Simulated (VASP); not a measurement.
Crystal: BN.

```
B N
1.0
     2.49134    0.00000    0.00000
    -1.24567    2.15756    0.00000
     0.00000    0.00000    3.98185
B N
2 2
Direct
  0.00000 0.00000 0.00000
  0.00000 0.00000 0.50000
  0.33333 0.66667 0.25000
  0.66667 0.33333 0.75000
```

This cell differs from its parent crystal: uniaxial z strain -0.5%.

Program: VASP 6.6.1. Alike in all runs: task single point; potentials or basis VASP PAW PBE potentials, release 64 (B, N); no spin polarisation; cell as given; cutoff (eV) 520.

**Question.** Order these runs on this cell by their pressure, lowest first.
A. level r2SCAN; k mesh 12 × 12 × 6; smearing gaussian 0.01 eV
B. level PBE; k mesh 12 × 12 × 6; smearing fermi-dirac 0.02 eV
C. level HSE06; k mesh 9 × 9 × 4; smearing gaussian 0.01 eV; grid for exact exchange (PRECFOCK) Normal; screening parameter 0.2079 1/Å

**Answer.** C (-5.6 GPa), A (2.4 GPa), B (6.5 GPa).

Caveats: the PAW data sets were made with another functional, which shifts forces and pressure a little (some runs).
